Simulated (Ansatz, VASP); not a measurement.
Two plane-wave programs on Be3CdS4

```
CELL_PARAMETERS angstrom
3.61624 0.00000 0.00000
0.00000 3.61624 0.00000
0.00000 0.00000 10.39343
ATOMIC_POSITIONS crystal
Be 0.50000 0.50000 0.27651
Be 0.00000 0.00000 0.50000
Be 0.50000 0.50000 0.72349
Cd 0.00000 0.00000 0.00000
S 0.50000 0.00000 0.16799
S 0.50000 0.00000 0.61159
S 0.00000 0.50000 0.38841
S 0.00000 0.50000 0.83201
```

Alike in both runs: functional PBE; k mesh 3 × 3 × 2; occupations gaussian, width 0.15 eV; no spin polarisation.

Ansatz relaxed the structure, and its values are those at the end. VASP's run is a single point on that final structure, the one shown.

|  | VASP | Ansatz |
| --- | --- | --- |
| version | VASP 6.6.1 | Ansatz 0.2.0 |
| potentials or method | VASP PAW PBE potentials, release 64 (Be, Cd, S), cutoff 520 eV | scalar-relativistic, plane waves, PAW |
| valence electrons in the cell | 42 | 50 |

```tsv
	VASP	Ansatz	Ansatz less VASP
gap on the k mesh at the Fermi level (eV)	2.87	2.87	-0.003
least direct gap on the mesh (eV)	2.92	2.90	-0.017
pressure (GPa)	0.2	0.0	-0.16
rms of the force components (eV/Å)	0.035	0.023	-0.0120
```

VASP's potentials hold 42 valence electrons a cell and Ansatz's 50, so a difference there can come from the potentials and not from the codes.

The k mesh is coarse, so the values compare programs but aren't converged.
